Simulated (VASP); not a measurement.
# HgTe (P1) in VASP: single point with PBEsol

Aim: the single point of HgTe with PBEsol.

All numbers are computed with VASP 6.6.1; they aren't measurements. Logs are shortened: lines on timing, memory, paths and dates and some standing lists are left out, and cuts for length are marked.

## (1) The cell of the first run

The typed cell holds 16 atoms: a = 9.303 Å, b = 9.303 Å, c = 9.303 Å, α = 60.00°, β = 60.00°, γ = 60.00°.

## (2) Single point, PBEsol

File INCAR:

```
PREC = Accurate
ENCUT = 520
EDIFF = 1E-7
ISMEAR = -1
SIGMA = 0.052
LREAL = Auto
LASPH = True
NELM = 100
ALGO = Normal
ISIF = 2
LWAVE = False
LCHARG = False
GGA = PS
NBANDS = 86
```

File KPOINTS:

```
regular mesh
0
Gamma
  2 2 2
```

File POSCAR:

```
HgTe
1.0
    0.0000000000      6.5783945715      6.5783945715
    6.5783945715      0.0000000000      6.5783945715
    6.5783945715      6.5783945715      0.0000000000
Hg Te
8 8
Direct
    0.0013092860     -0.0012180783      0.0010598331
   -0.0024417812     -0.0076147758      0.5043805086
    0.0006468904      0.4966744491      0.0068453632
   -0.0009208174      0.4982570541      0.4979014962
    0.5047549161     -0.0015917257      0.0059371629
    0.4978875871      0.0075212880      0.4943218235
    0.4966524073      0.5030681064     -0.0006123835
    0.5051029493      0.5024919780      0.4970245346
    0.1221591364      0.1225935889      0.1332087929
    0.1280885467      0.1255449169      0.6203160901
    0.1204212504      0.6316373174      0.1224337475
    0.1283317671      0.6218571956      0.6249052037
    0.6366770729      0.1132192653      0.1260336380
    0.6158898582      0.1287053385      0.6230482917
    0.6203939207      0.6341094251      0.1159807293
    0.6233358239      0.6261241942      0.6232921962
```

Potentials or basis: VASP PAW PBE potentials, release 64 (Hg, Te).

Started as:

```bash
$ cat potpaw_PBE.64/Hg/POTCAR potpaw_PBE.64/Te/POTCAR > POTCAR
$ mpirun -np 1 vasp_std > vasp.out
```

OUTCAR:

```text
PREC = Accurate
   ENCUT = 520
   EDIFF = 1E-7
   ISMEAR = -1
   LREAL = Auto
   LASPH = True
   NELM = 100
   ISIF = 2
   GGA = PS

 ion  position               nearest neighbor table
   1  0.001  0.999  0.001-  13 2.77  11 2.79   9 2.86  10 2.89
   2  0.998  0.992  0.504-  12 2.82   9 2.82  10 2.88  14 2.90
   3  0.001  0.497  0.007-  11 2.81   9 2.84  15 2.89  12 2.90
   4  0.999  0.498  0.498-  10 2.83  11 2.85  16 2.85  12 2.89
   5  0.505  0.998  0.006-  15 2.77  13 2.79   9 2.91  14 2.91
   6  0.498  0.008  0.494-  14 2.80  13 2.80  10 2.81  16 2.90
[... 8 lines left out ...]
  15  0.620  0.634  0.116-   5 2.77   7 2.82   3 2.89   8 2.90
  16  0.623  0.626  0.623-   8 2.80   4 2.85   7 2.86   6 2.90

  LATTYP: Found a face centered cubic cell.
 ALAT       =    13.1567891430

  Lattice vectors:

 A1 = (   0.0000000000,   6.5783945715,   6.5783945715)
 A2 = (   6.5783945715,   0.0000000000,   6.5783945715)
 A3 = (   6.5783945715,   6.5783945715,   0.0000000000)

Analysis of symmetry for initial positions (statically):
=====================================================================
 Subroutine PRICEL returns:
 Original cell was already a primitive cell.

 Routine SETGRP: Setting up the symmetry group for a
 face centered cubic supercell.

 Subroutine GETGRP returns: Found  1 space group operations
 (whereof  1 operations were pure point group operations)
 out of a pool of 48 trial point group operations.

The static configuration has the point symmetry C_1 .

Analysis of symmetry for dynamics (positions and initial velocities):
=====================================================================
 Subroutine PRICEL returns:
 Original cell was already a primitive cell.

 Routine SETGRP: Setting up the symmetry group for a
 face centered cubic supercell.

 Subroutine GETGRP returns: Found  1 space group operations
 (whereof  1 operations were pure point group operations)
 out of a pool of 48 trial point group operations.

The dynamic configuration has the point symmetry C_1 .

 Subroutine INISYM returns: Found  1 space group operations
 (whereof  1 operations are pure point group operations),
 and found     1 'primitive' translations

----------------------------------------------------------------------------------------

                                     Primitive cell

  volume of cell :     569.3637

  direct lattice vectors                    reciprocal lattice vectors
     0.000000000  6.578394571  6.578394571    -0.076006386  0.076006386  0.076006386
     6.578394571  0.000000000  6.578394571     0.076006386 -0.076006386  0.076006386
     6.578394571  6.578394571  0.000000000     0.076006386  0.076006386 -0.076006386

  length of vectors
     9.303254822  9.303254822  9.303254822     0.131646923  0.131646923  0.131646923

  position of ions in fractional coordinates (direct lattice)
     0.001309286  0.998781922  0.001059833
     0.997558219  0.992385224  0.504380509
     0.000646890  0.496674449  0.006845363
     0.999079183  0.498257054  0.497901496
     0.504754916  0.998408274  0.005937163
     0.497887587  0.007521288  0.494321824
[... 8 lines left out ...]
     0.620393921  0.634109425  0.115980729
     0.623335824  0.626124194  0.623292196

  ion indices of the primitive-cell ions
   primitive index   ion index
                 1           1
                 2           2
                 3           3
                 4           4
                 5           5
                 6           6
[... 8 lines left out ...]
                15          15
                16          16

----------------------------------------------------------------------------------------

 KPOINTS: regular mesh

Automatic generation of k-mesh.
 Grid dimensions read from file:
 generate k-points for:    2    2    2

 Generating k-lattice:

  Cartesian coordinates                     Fractional coordinates (reciprocal lattice)
    -0.038003193  0.038003193  0.038003193     0.500000000  0.000000000  0.000000000
     0.038003193 -0.038003193  0.038003193     0.000000000  0.500000000  0.000000000
     0.038003193  0.038003193 -0.038003193     0.000000000  0.000000000  0.500000000

  Length of vectors
     0.065823462  0.065823462  0.065823462

  Shift w.r.t. Gamma in fractional coordinates (k-lattice)
     0.000000000  0.000000000  0.000000000

 Subroutine IBZKPT returns following result:
 ===========================================

 Found      8 irreducible k-points:

 Following reciprocal coordinates:
            Coordinates               Weight
  0.000000  0.000000  0.000000      1.000000
  0.500000  0.000000  0.000000      1.000000
  0.000000  0.500000  0.000000      1.000000
  0.000000  0.000000  0.500000      1.000000
  0.500000  0.500000  0.500000      1.000000
  0.500000  0.500000  0.000000      1.000000
  0.000000  0.500000  0.500000      1.000000
  0.500000  0.000000  0.500000      1.000000
   k-points           NKPTS =      8   k-points in BZ     NKDIM =      8   number of bands    NBANDS=     86
   number of dos      NEDOS =    301   number of ions     NIONS =     16
   total plane-waves  NPLWV = 343000
   dimension x,y,z NGX =    70 NGY =   70 NGZ =   70
   dimension x,y,z NGXF=   140 NGYF=  140 NGZF=  140
   ions per type =               8   8
   NGX,Y,Z   is equivalent  to a cutoff of  12.51, 12.51, 12.51 a.u.
   NGXF,Y,Z  is equivalent  to a cutoff of  25.02, 25.02, 25.02 a.u.
 SYSTEM =  unknown system
   PREC   = accura    normal or accurate (medium, high low for compatibility)
   ISTART =      0    job   : 0-new  1-cont  2-samecut
   ICHARG =      2    charge: 1-file 2-atom 10-const
   ISPIN  =      1    spin polarized calculation?
   LNONCOLLINEAR =      F non collinear calculations
   LSORBIT =      F    spin-orbit coupling
   LASPH  =      T    aspherical Exc in radial PAW
   ENCUT  =  520.0 eV  38.22 Ry    6.18 a.u.  17.30 17.30 17.30*2*pi/ulx,y,z
   NELM   =    100;   NELMIN=  2; NELMDL= -5     # of ELM steps
   EDIFF  = 0.1E-06   stopping-criterion for ELM
   LREAL  =      T    real-space projection
   EDIFFG = 0.1E-05   stopping-criterion for IOM
   NSW    =      0    number of steps for IOM
   IBRION =     -1    ionic relax: 0-MD 1-quasi-New 2-CG
   NFREE  =      0    steps in history (QN), initial steepest desc. (CG)
   ISIF   =      2    stress and relaxation
   ISYM   =      2    0-nonsym 1-usesym 2-fastsym
   POTIM  = 0.5000    time-step for ionic-motion
   TEBEG  =    0.0;   TEEND  =   0.0 temperature during run
   PSTRESS=    0.0 pullay stress
   NELECT =     144.0000    total number of electrons
   NUPDOWN=      -1.0000    fix difference up-down
   EMIN   =  10.00;   EMAX   =-10.00  energy-range for DOS
   EFERMI =   0.00;   METHOD = LEGACY
   ISMEAR =    -1;   SIGMA  =   0.05  broadening in eV -4-tet -1-fermi 0-gaus
   EFERMI_NEDOS =   21; number of points for ismear=-14 and -15
   IALGO  =     38    algorithm
   IMIX   =      4    mixing-type and parameters
     AMIX     =   0.40;   BMIX     =  1.00
     AMIX_MAG =   1.60;   BMIX_MAG =  1.00
  volume/ion in A,a.u.               =      35.59       240.14
  Fermi-wavevector in a.u.,A,eV,Ry     =   1.035299  1.956431 14.583320  1.071844
  Thomas-Fermi vector in A             =   2.169635
   LORBIT       =      0    0 simple, 1 ext, 2 COOP (PROOUT), +10 PAW based schemes
   GGA     = PS    functional components
   LHFCALC =     F    Hartree Fock is set to
   AEXX    =    0.0000 exact exchange contribution
   IVDW    =     0    specifies the selected vdW correction
   LEPSILON=     F    determine dielectric tensor
   LRPA    =     F    only Hartree local field effects (RPA)
 non-spin polarized calculation
  energy-cutoff  :      520.00
  volume of cell :      569.36
 maximum number of plane-waves:     15364
 NGX is ok and might be reduce to    70
   NGX = 35   NGY = 35   NGZ = 35

 number of electron     144.0000002 magnetization

 Free energy of the ion-electron system (eV)
  ---------------------------------------------------
  ext. energy  EPLUGINS =         0.00000000
  ---------------------------------------------------
  free energy    TOTEN  =       -34.15817902 eV

  energy without entropy =      -34.13346508  energy(sigma->0) =      -34.14582205

 E-fermi :   2.4741     XC(G=0):  -8.6821

 val. band max:        2.4493314663   @ k =   0.0000   0.0000   0.0000
 cond. band min:       3.0132615265   @ k =   0.0000   0.0000   0.0000
 fundamental gap:      0.5639300603
 Fermi energy:         2.4741218400

 k-point     1 :       0.0000    0.0000    0.0000
  band No.  band energies     occupation
      1      -9.2334      2.00000
      2      -8.7658      2.00000
      3      -8.7338      2.00000
      4      -8.7027      2.00000
      5      -8.6719      2.00000
      6      -8.5119      2.00000
[... 76 lines left out ...]
     83       4.9571      0.00000
     84       6.6770      0.00000

 k-point     2 :       0.5000    0.0000    0.0000
  band No.  band energies     occupation
      1      -9.0110      2.00000
      2      -8.9752      2.00000
      3      -8.7039      2.00000
      4      -8.6630      2.00000
      5      -8.6224      2.00000
      6      -8.5877      2.00000
[... 76 lines left out ...]
     83       6.3901      0.00000
     84       6.4119      0.00000

 k-point     3 :       0.0000    0.5000    0.0000
  band No.  band energies     occupation
      1      -9.0165      2.00000
      2      -8.9686      2.00000
      3      -8.6899      2.00000
      4      -8.6723      2.00000
      5      -8.6203      2.00000
      6      -8.5825      2.00000
[... 76 lines left out ...]
     83       6.4420      0.00000
     84       6.4658      0.00000

 k-point     4 :       0.0000    0.0000    0.5000
  band No.  band energies     occupation
      1      -9.0447      2.00000
      2      -8.9263      2.00000
      3      -8.7344      2.00000
      4      -8.6684      2.00000
      5      -8.5993      2.00000
      6      -8.5883      2.00000
[... 76 lines left out ...]
     83       6.3977      0.00000
     84       6.4240      0.00000

 k-point     5 :       0.5000    0.5000    0.5000
  band No.  band energies     occupation
      1      -9.0371      2.00000
      2      -8.9242      2.00000
      3      -8.7371      2.00000
      4      -8.6578      2.00000
      5      -8.6105      2.00000
      6      -8.5993      2.00000
[... 76 lines left out ...]
     83       6.4195      0.00000
     84       6.4645      0.00000

 k-point     6 :       0.5000    0.5000    0.0000
  band No.  band energies     occupation
      1      -8.9567      2.00000
      2      -8.8768      2.00000
      3      -8.7675      2.00000
      4      -8.7068      2.00000
      5      -8.6807      2.00000
      6      -8.6743      2.00000
[... 76 lines left out ...]
     83       6.9703      0.00000
     84       6.9937      0.00000

 k-point     7 :       0.0000    0.5000    0.5000
  band No.  band energies     occupation
      1      -8.9412      2.00000
      2      -8.9047      2.00000
      3      -8.7305      2.00000
      4      -8.7171      2.00000
      5      -8.6957      2.00000
      6      -8.6749      2.00000
[... 76 lines left out ...]
     83       6.9806      0.00000
     84       7.0199      0.00000

 k-point     8 :       0.5000    0.0000    0.5000
  band No.  band energies     occupation
      1      -8.9488      2.00000
      2      -8.9018      2.00000
      3      -8.7257      2.00000
      4      -8.7183      2.00000
      5      -8.6929      2.00000
      6      -8.6730      2.00000
[... 76 lines left out ...]
     83       6.9733      0.00000
     84       6.9942      0.00000
 [bands above 84 left out]

------------------------ aborting loop because EDIFF is reached ----------------------------------------

  FORCE on cell =-STRESS in cart. coord.  units (eV):
  Direction    XX          YY          ZZ          XY          YZ          ZX
  --------------------------------------------------------------------------------------
  -------------------------------------------------------------------------------------
  Total       -2.1177463     -2.3138387     -2.0678829     -0.0351218      0.3035813      0.7564171
  in kB       -5.9592933     -6.5110931     -5.8189788     -0.0988319      0.8542712      2.1285417
  external PRESSURE =      -6.0964551 kB  Pullay stress =       0.0000000 kB

 VOLUME and BASIS-vectors are now :
 -----------------------------------------------------------------------------
  energy-cutoff  :      520.00
  volume of cell :      569.36
      direct lattice vectors                 reciprocal lattice vectors
     0.000000000  6.578394571  6.578394571    -0.076006386  0.076006386  0.076006386
     6.578394571  0.000000000  6.578394571     0.076006386 -0.076006386  0.076006386
     6.578394571  6.578394571  0.000000000     0.076006386  0.076006386 -0.076006386

 POSITION                                       TOTAL-FORCE (eV/Angst)
 -----------------------------------------------------------------------------------
      6.57735      0.01559      6.57899        -0.071453      0.015812      0.401647
      9.84632      9.88035     13.09063         0.176536     -0.023502     -0.074597
      3.31235      0.04929      3.27158        -0.099323     -0.189369     -0.050767
      6.55312      9.84773      9.85007         0.108248      0.049182      0.051919
      6.60698      3.35953      9.88840         0.036823     -0.396112      0.032460
      3.30132      6.52715      3.32478        -0.077966      0.114771     -0.160916
[... 8 lines left out ...]
      4.93439      4.84416      8.25262        -0.156237      0.434891     -0.192348
      8.21915      8.20081      8.21944         0.076031      0.079100      0.109202
 -----------------------------------------------------------------------------------
    total drift:                               -0.012107     -0.009352      0.010640

  FREE ENERGIE OF THE ION-ELECTRON SYSTEM (eV)
  ---------------------------------------------------
  free  energy   TOTEN  =       -34.1581790179 eV

  energy  without entropy=      -34.1334650756  energy(sigma->0) =      -34.14582205
```

It took 27 min on 1 thread of Oxide Virtual Turin-like, shared host; peak memory 0.76 GiB.

What came out:

| Item | Value |
| --- | --- |
| Free energy | -34.1582 eV |
| Pressure | -0.6 GPa |
| Largest force | 0.665 eV/Å |
| Band gap on the k mesh | 0.01 eV |

Forces on the atoms (eV/Å):
```
Hg  -0.071  0.016  0.402
Hg   0.177 -0.024 -0.075
Hg  -0.099 -0.189 -0.051
Hg   0.108  0.049  0.052
Hg   0.037 -0.396  0.032
Hg  -0.078  0.115 -0.161
Hg  -0.158  0.034 -0.133
Hg  -0.106 -0.156 -0.028
Te  -0.163 -0.092  0.202
Te   0.105 -0.041 -0.245
Te  -0.186  0.294 -0.086
Te   0.017 -0.001 -0.177
Te   0.418 -0.483  0.184
Te   0.082  0.361  0.165
Te  -0.156  0.435 -0.192
Te   0.076  0.079  0.109
```

Caveat: the smearing spreads over this small gap; the atoms stand as in a frame of molecular dynamics; the PAW data sets were made with another functional, which shifts forces and pressure a little; spin-orbit coupling is left out, which moves the levels of the heavy elements.

The gap in the log of VASP goes by the Fermi energy; the results here count the filled bands.